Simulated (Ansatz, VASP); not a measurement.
One calculation of BN, two programs

Contents of POSCAR:

```
BN
1.0
    2.5439665232      0.0000000000      0.0286196234
   -1.2719832616      2.2031396355     -0.0143098117
    0.0473371305      0.0000000000      4.2077449317
B N
2 2
Direct
    0.6666666667      0.3333333333      0.9997995909
    0.3333333333      0.6666666667      0.4997995909
    0.6666666667      0.3333333333      0.6252004091
    0.3333333333      0.6666666667      0.1252004091
```

The input INCAR.step1:

```
ALGO     = Normal         # electronic algorithm
EDIFF    = 1E-4           # SCF threshold, eV
ENCUT    = 520            # plane-wave cutoff, eV
GGA      = PE             # functional
ISMEAR   = 0              # smearing method
LASPH    = T              # aspherical terms in the spheres
LCHARG   = F              # write CHGCAR
LREAL    = F              # projectors in reciprocal space
LWAVE    = T              # write WAVECAR
NBANDS   = 16             # bands
NELM     = 100            # most SCF steps
PREC     = Accurate       # precision mode
SIGMA    = 0.05           # smearing width, eV
```

INCAR.step2

```
ALGO     = Normal         # electronic algorithm
EDIFF    = 1E-6           # SCF threshold, eV
ENCUT    = 520            # plane-wave cutoff, eV
ISIF     = 2              # what is computed and relaxed
ISMEAR   = 0              # smearing method
ISTART   = 1            
LASPH    = T              # aspherical terms in the spheres
LCHARG   = F              # write CHGCAR
LMIXTAU  = T            
LREAL    = F              # projectors in reciprocal space
LWAVE    = F              # write WAVECAR
METAGGA  = R2SCAN         # meta-GGA
NBANDS   = 16             # bands
NELM     = 100            # most SCF steps
PREC     = Accurate       # precision mode
SIGMA    = 0.05           # smearing width, eV
```

File KPOINTS:

```
k-points
0
Gamma
  12 12 6
```

Input for Ansatz:

```yaml
crystal:
  lattice:
    - [2.5439665232, 0.0, 0.0286196234]
    - [-1.2719832616, 2.2031396355, -0.0143098117]
    - [0.0473371305, 0.0, 4.2077449317]
  atoms:
    - { symbol: B, position: [0.6666666667, 0.3333333333, 0.9997995909] }
    - { symbol: B, position: [0.3333333333, 0.6666666667, 0.4997995909] }
    - { symbol: "N", position: [0.6666666667, 0.3333333333, 0.6252004091] }
    - { symbol: "N", position: [0.3333333333, 0.6666666667, 0.1252004091] }
basis:
  ecutwfc: 500
kpoints:
  mp_grid: { grid: [12, 12, 6] }
hamiltonian:
  xc: r2scan
scf:
  occupations: { method: gaussian, width: 0.05 }
output:
  forces: true
  stress: true
  eigenvalues: true
```

Change from the starting cell: strain +0.0225 x Voigt [0, 0, 0, 0, 1, 0], atoms carried along.

Alike in both runs: task single point; functional r2SCAN; k mesh 12 × 12 × 6; occupations gaussian, width 0.05 eV; no spin polarisation.

|  | VASP | Ansatz |
| --- | --- | --- |
| version | VASP 6.6.1 | Ansatz 0.2.0 |
| potentials or method | VASP PAW PBE potentials, release 64 (B, N), cutoff 520 eV | scalar-relativistic, plane waves, PAW |
| valence electrons in the cell | 16 | 16 |

Ansatz gave:

```
gap on the k mesh at the Fermi level (eV)                     : 5.73
least direct gap on the mesh (eV)                             : 8.98
pressure (GPa)                                                : 0.1
traceless stress, the component that is largest in VASP (GPa) : -7.93
rms of the force components (eV/Å)                            : 0.027
```

Problem. Which values does VASP return?

Solution. gap on the k mesh at the Fermi level (eV): 5.70; least direct gap on the mesh (eV): 8.95; pressure (GPa): 1.2; traceless stress, the component that is largest in VASP (GPa): -7.93; rms of the force components (eV/Å): 0.029.

VASP's potentials were made for PBE, not for r2SCAN. Atom by atom the forces differ by 0.002 eV/Å (rms over components).
